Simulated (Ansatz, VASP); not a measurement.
**Sb: VASP beside Ansatz**

File INCAR:

```
ALGO = Normal ; EDIFF = 1E-6
ENCUT = 520 ; GGA = PS
ISIF = 2 ; ISMEAR = -1
LASPH = T ; LCHARG = F
LREAL = F ; LWAVE = F
NBANDS = 8 ; NELM = 60
PREC = Accurate ; SIGMA = 0.05
```

The input KPOINTS:

```
k-points
0
Gamma
  12 12 12
```

The input POSCAR:

```
Sb
1.0
    0.0000000000      2.2589000000      2.3050000000
    2.2589000000      0.0000000000      2.3050000000
    2.2589000000      2.2589000000      0.0000000000
Sb
1
Direct
    0.0000000000      0.0000000000      0.0000000000
```

Input for Ansatz:

```yaml
crystal:
  lattice:
    - [0.0, 2.2589, 2.305]
    - [2.2589, 0.0, 2.305]
    - [2.2589, 2.2589, 0.0]
  atoms:
    - { symbol: Sb, position: [0.0, 0.0, 0.0] }
kpoints:
  mp_grid: { grid: [12, 12, 12] }
  band_path:
    path:
      - [0.0, 0.0, 0.0]
      - [0.0, 0.5, 0.5]
      - [0.25, 0.75, 0.5]
      - [0.0, 0.5, 0.0]
      - [0.0, 0.0, 0.0]
      - [0.5, 0.5, 0.0]
      - [0.37005, 0.62995, 0.0]
      - [-0.37005, 0.37005, 0.0]
      - [0.0, 0.0, 0.0]
    npoints: 5
scf:
  occupations: { method: fermi_dirac, width: 0.05 }
hamiltonian:
  xc: pbesol
  pseudopotentials: { kind: all_electron, lapw: { basis_error: 0.001 } }
output:
  forces: true
  stress: true
  eigenvalues: true
```

Change from the starting cell: equal xx and yy strain of -2 %.

Alike in both runs: task single point; functional PBEsol; k mesh 12 × 12 × 12; occupations fermi-dirac, width 0.05 eV; no spin polarisation.

```csv
,VASP,Ansatz
version,VASP 6.6.1,Ansatz 0.2.0
potentials or method,"VASP PAW PBE potentials, release 64 (Sb), cutoff 520 eV","all-electron LAPW, scalar-relativistic"
```

```csv
,VASP,Ansatz,Ansatz less VASP
pressure (GPa),9.3,9.2,-0.07
"traceless stress, the component that is largest in VASP (GPa)",0.04,0.08,+0.037
```

VASP's potentials were made for PBE, not for PBEsol. Ansatz ran all-electron here, and VASP with PAW potentials.

Spin-orbit coupling is off throughout.
